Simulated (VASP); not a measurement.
# Ni (I4/mmm) in VASP: single point with PBE

Aim: the single point of Ni with PBE.

Program: VASP 6.6.1. These are calculated values, not measurements. Logs are shortened: lines on timing, memory, paths and dates and some standing lists are left out, and cuts for length are marked.

## Step 1: The cell of the first run

It takes space group I4/mmm (No. 139, tetragonal). The conventional cell has a = 2.425 Å, b = 2.425 Å, c = 3.694 Å, α = 90.00°, β = 90.00°, γ = 90.00°. Ni (site symmetry 4/mmm) has 12 Ni at 2.43 to 2.52 Å within 3.2 Å.

## Step 2: Single point, PBE, collinear spin, ferromagnetic start

File INCAR:

```
PREC = Accurate
ENCUT = 520
EDIFF = 1E-7
ISMEAR = 0
SIGMA = 0.15
LREAL = F
LASPH = T
NELM = 150
ALGO = Normal
ISIF = 2
LWAVE = F
LCHARG = F
ISPIN = 2
MAGMOM = 0.75
LORBIT = 11
LMAXMIX = 4
GGA = PE
NBANDS = 15
```

File KPOINTS:

```
regular mesh
0
Gamma
  22 22 22
```

File POSCAR:

```
Ni
1.0
    0.0000000000      1.7150706492      1.8469991607
    1.7150706492      0.0000000000      1.8469991607
    1.7150706492      1.7150706492      0.0000000000
Ni
1
Direct
    0.0000000000      0.0000000000      0.0000000000
```

Potentials or basis: VASP PAW PBE potentials, release 64 (Ni).

Launch:

```bash
cat potpaw_PBE.64/Ni/POTCAR > POTCAR
mpirun -np 1 vasp_std > vasp.out
```

OUTCAR:

```text
PREC = Accurate
   ENCUT = 520
   EDIFF = 1E-7
   ISMEAR = 0
   LREAL = F
   LASPH = T
   NELM = 150
   ISIF = 2
   ISPIN = 2
   LORBIT = 11
   GGA = PE

 ion  position               nearest neighbor table
   1  0.000  0.000  0.000-

  LATTYP: Found a body centered tetragonal cell.
 ALAT       =     2.4254761725
 C/A-ratio  =     1.5229992210

  Lattice vectors:

 A1 = (  -1.7150706492,   0.0000000000,   1.8469991607)
 A2 = (   1.7150706492,   0.0000000000,   1.8469991607)
 A3 = (   0.0000000000,   1.7150706492,  -1.8469991607)

Analysis of symmetry for initial positions (statically):
=====================================================================
 Subroutine PRICEL returns:
 Original cell was already a primitive cell.

 Routine SETGRP: Setting up the symmetry group for a
 body centered tetragonal supercell.

 Subroutine GETGRP returns: Found 16 space group operations
 (whereof 16 operations were pure point group operations)
 out of a pool of 16 trial point group operations.

The static configuration has the point symmetry D_4h.

Analysis of symmetry for dynamics (positions and initial velocities):
=====================================================================
 Subroutine PRICEL returns:
 Original cell was already a primitive cell.

 Routine SETGRP: Setting up the symmetry group for a
 body centered tetragonal supercell.

 Subroutine GETGRP returns: Found 16 space group operations
 (whereof 16 operations were pure point group operations)
 out of a pool of 16 trial point group operations.

The dynamic configuration has the point symmetry D_4h.

Analysis of structural, dynamic, and magnetic symmetry:
=====================================================================
 Subroutine PRICEL returns:
 Original cell was already a primitive cell.

 Routine SETGRP: Setting up the symmetry group for a
 body centered tetragonal supercell.

 Subroutine GETGRP returns: Found 16 space group operations
 (whereof 16 operations were pure point group operations)
 out of a pool of 16 trial point group operations.

The overall configuration has the point symmetry D_4h.

 Subroutine INISYM returns: Found 16 space group operations
 (whereof 16 operations are pure point group operations),
 and found     1 'primitive' translations

----------------------------------------------------------------------------------------

                                     Primitive cell

  volume of cell :      10.8658

  direct lattice vectors                    reciprocal lattice vectors
     0.000000000  1.715070649  1.846999161    -0.291533180  0.291533180  0.270709381
     1.715070649  0.000000000  1.846999161     0.291533180 -0.291533180  0.270709381
     1.715070649  1.715070649  0.000000000     0.291533180  0.291533180 -0.270709381

  length of vectors
     2.520490673  2.520490673  2.425476173     0.493220801  0.493220801  0.493220801

  position of ions in fractional coordinates (direct lattice)
     0.000000000  0.000000000  0.000000000

  ion indices of the primitive-cell ions
   primitive index   ion index
                 1           1

----------------------------------------------------------------------------------------

 KPOINTS: regular mesh

Automatic generation of k-mesh.
 Grid dimensions read from file:
 generate k-points for:   22   22   22

 Generating k-lattice:

  Cartesian coordinates                     Fractional coordinates (reciprocal lattice)
    -0.013251508  0.013251508  0.012304972     0.045454545  0.000000000  0.000000000
     0.013251508 -0.013251508  0.012304972     0.000000000  0.045454545  0.000000000
     0.013251508  0.013251508 -0.012304972    -0.000000000 -0.000000000  0.045454545

  Length of vectors
     0.022419127  0.022419127  0.022419127

  Shift w.r.t. Gamma in fractional coordinates (k-lattice)
     0.000000000  0.000000000  0.000000000

 Subroutine IBZKPT returns following result:
 ===========================================

 Found    834 irreducible k-points:

 Following reciprocal coordinates:
            Coordinates               Weight
  0.000000  0.000000  0.000000      1.000000
  0.045455  0.000000  0.000000      8.000000
  0.090909  0.000000  0.000000      8.000000
  0.136364 -0.000000  0.000000      8.000000
  0.181818 -0.000000  0.000000      8.000000
  0.227273  0.000000  0.000000      8.000000
[... 16 lines left out ...]
  0.500000  0.045455  0.000000      8.000000
 -0.454545  0.045455  0.000000      8.000000
 [... further k-points ...]
   k-points           NKPTS =    834   k-points in BZ     NKDIM =    834   number of bands    NBANDS=     15
   number of dos      NEDOS =    301   number of ions     NIONS =      1
   total plane-waves  NPLWV =   7200
   dimension x,y,z NGX =    20 NGY =   20 NGZ =   18
   dimension x,y,z NGXF=    40 NGYF=   40 NGZF=   36
   ions per type =               1
   NGX,Y,Z   is equivalent  to a cutoff of  13.19, 13.19, 12.34 a.u.
   NGXF,Y,Z  is equivalent  to a cutoff of  26.38, 26.38, 24.67 a.u.
 SYSTEM =  unknown system
   PREC   = accura    normal or accurate (medium, high low for compatibility)
   ISTART =      0    job   : 0-new  1-cont  2-samecut
   ICHARG =      2    charge: 1-file 2-atom 10-const
   ISPIN  =      2    spin polarized calculation?
   LNONCOLLINEAR =      F non collinear calculations
   LSORBIT =      F    spin-orbit coupling
   LASPH  =      T    aspherical Exc in radial PAW
   ENCUT  =  520.0 eV  38.22 Ry    6.18 a.u.   4.69  4.69  4.51*2*pi/ulx,y,z
   NELM   =    150;   NELMIN=  2; NELMDL= -5     # of ELM steps
   EDIFF  = 0.1E-06   stopping-criterion for ELM
   LREAL  =      F    real-space projection
   EDIFFG = 0.1E-05   stopping-criterion for IOM
   NSW    =      0    number of steps for IOM
   IBRION =     -1    ionic relax: 0-MD 1-quasi-New 2-CG
   NFREE  =      0    steps in history (QN), initial steepest desc. (CG)
   ISIF   =      2    stress and relaxation
   ISYM   =      2    0-nonsym 1-usesym 2-fastsym
   POTIM  = 0.5000    time-step for ionic-motion
   TEBEG  =    0.0;   TEEND  =   0.0 temperature during run
   PSTRESS=    0.0 pullay stress
   NELECT =      10.0000    total number of electrons
   NUPDOWN=      -1.0000    fix difference up-down
   EMIN   =  10.00;   EMAX   =-10.00  energy-range for DOS
   EFERMI =   0.00;   METHOD = LEGACY
   ISMEAR =     0;   SIGMA  =   0.15  broadening in eV -4-tet -1-fermi 0-gaus
   EFERMI_NEDOS =   21; number of points for ismear=-14 and -15
   IALGO  =     38    algorithm
   IMIX   =      4    mixing-type and parameters
     AMIX     =   0.40;   BMIX     =  1.00
     AMIX_MAG =   1.60;   BMIX_MAG =  1.00
  volume/ion in A,a.u.               =      10.87        73.33
  Fermi-wavevector in a.u.,A,eV,Ry     =   1.592409  3.009216 34.501191  2.535766
  Thomas-Fermi vector in A             =   2.690799
   LORBIT       =     11    0 simple, 1 ext, 2 COOP (PROOUT), +10 PAW based schemes
   GGA     = PE    functional components
   LHFCALC =     F    Hartree Fock is set to
   AEXX    =    0.0000 exact exchange contribution
   IVDW    =     0    specifies the selected vdW correction
   LEPSILON=     F    determine dielectric tensor
   LRPA    =     F    only Hartree local field effects (RPA)
 spin polarized calculation
 Gauss-broadening in eV      SIGMA  =   0.15
  energy-cutoff  :      520.00
  volume of cell :       10.87
 maximum number of plane-waves:       304
   NGX =  9   NGY =  9   NGZ =  9

 number of electron      10.0000003 magnetization       0.6233710

 Free energy of the ion-electron system (eV)
  ---------------------------------------------------
  ext. energy  EPLUGINS =         0.00000000
  ---------------------------------------------------
  free energy    TOTEN  =        -5.46364237 eV

  energy without entropy =       -5.44356844  energy(sigma->0) =       -5.45360540

 E-fermi :   9.3858     XC(G=0): -13.2622

 val. band max:        9.3846645678   @ k =   0.4545   0.0455   0.4091
 cond. band min:       9.3875257568   @ k =  -0.0455   0.4091   0.3636
 fundamental gap:      0.0028611890
 Fermi energy:         9.3858205071

 spin component 1

 k-point     1 :       0.0000    0.0000    0.0000
  band No.  band energies     occupation
      1       0.3760      1.00000
      2       6.6642      1.00000
      3       7.1375      1.00000
      4       7.1375      1.00000
      5       7.8670      1.00000
      6       8.3757      1.00000
      7      33.2387      0.00000
      8      36.4940      0.00000
      9      37.2975      0.00000
     10      37.2975      0.00000
     11      39.8808      0.00000
     12      39.8808      0.00000
     13      40.3156      0.00000
     14      42.5455      0.00000
     15      45.2439      0.00000
[... 397 lines left out ...]
 k-point    24 :      -0.4545    0.0455    0.0000
  band No.  band energies     occupation
      1       4.5967      1.00000
      2       6.7360      1.00000
      3       7.2483      1.00000
      4       8.3334      1.00000
      5       8.6858      1.00000
      6       9.5954      0.02406
      7      15.3127      0.00000
      8      29.7622      0.00000
      9      33.7546      0.00000
     10      35.1823      0.00000
     11      36.8713      0.00000
     12      38.4604      0.00000
     13      43.6641      0.00000
     14      54.1032      0.00000
     15      54.3888      0.00000

 [... further k-points ...]

 spin component 2

 k-point     1 :       0.0000    0.0000    0.0000
  band No.  band energies     occupation
      1       0.3439      1.00000
      2       7.4102      1.00000
      3       7.8824      1.00000
      4       7.8824      1.00000
      5       8.4569      1.00000
      6       8.9609      0.99997
      7      33.0807      0.00000
      8      36.4254      0.00000
      9      37.3041      0.00000
     10      37.3041      0.00000
     11      39.9625      0.00000
     12      39.9625      0.00000
     13      40.4552      0.00000
     14      42.4319      0.00000
     15      45.4684      0.00000
[... 397 lines left out ...]
 k-point    24 :      -0.4545    0.0455    0.0000
  band No.  band energies     occupation
      1       5.0194      1.00000
      2       7.3526      1.00000
      3       7.8561      1.00000
      4       8.6265      1.00000
      5       9.4334      0.32692
      6      10.0259      0.00000
      7      15.7123      0.00000
      8      29.7435      0.00000
      9      33.7394      0.00000
     10      35.2585      0.00000
     11      36.9214      0.00000
     12      38.4962      0.00000
     13      43.7773      0.00000
     14      54.4734      0.00000
     15      54.4853      0.00000

 [... further k-points ...]
[... 5 lines left out ...]
  --------------------------------------------------------------------------------------
  -------------------------------------------------------------------------------------
  Total        0.2917554      0.2917554     -0.4038574      0.0000000      0.0000000      0.0000000
  in kB       43.0198400     43.0198400    -59.5494693      0.0000000      0.0000000      0.0000000
  external PRESSURE =       8.8300703 kB  Pullay stress =       0.0000000 kB

 VOLUME and BASIS-vectors are now :
 -----------------------------------------------------------------------------
  energy-cutoff  :      520.00
  volume of cell :       10.87
      direct lattice vectors                 reciprocal lattice vectors
     0.000000000  1.715070649  1.846999161    -0.291533180  0.291533180  0.270709381
     1.715070649  0.000000000  1.846999161     0.291533180 -0.291533180  0.270709381
     1.715070649  1.715070649  0.000000000     0.291533180  0.291533180 -0.270709381

 POSITION                                       TOTAL-FORCE (eV/Angst)
 -----------------------------------------------------------------------------------
      0.00000      0.00000      0.00000         0.000000      0.000000      0.000000
 -----------------------------------------------------------------------------------
    total drift:                                0.000000     -0.000000      0.000000

  FREE ENERGIE OF THE ION-ELECTRON SYSTEM (eV)
  ---------------------------------------------------
  free  energy   TOTEN  =        -5.4636423732 eV

  energy  without entropy=       -5.4435684364  energy(sigma->0) =       -5.45360540

 total charge

# of ion       s       p       d       tot
------------------------------------------
    1        0.498   0.498   8.317   9.314

 magnetization (x)

# of ion       s       p       d       tot
------------------------------------------
    1       -0.006  -0.024   0.665   0.635
```

Run time: 2.5 min. Hardware: 1 thread of Intel Xeon Platinum 8559C (Emerald Rapids), shared host; peak memory 0.29 GiB.

Results:

```yaml
Free_energy: -5.4636 eV
Pressure: 0.9 GPa
Net_moment: 0.62 μB per cell
Site_moments: Ni +0.64 μB
Valence_electrons_inside_the_program's_atomic_spheres: Ni 9.31
```

Stress tensor (GPa, compression positive):
```
 4.30  0.00  0.00
 0.00  4.30  0.00
 0.00  0.00 -5.95
```

Caveat: the cell differs from its parent crystal (strain +e along x and -e along y +0.0000, strain +e along z and -e/2 along x and y +0.0500).
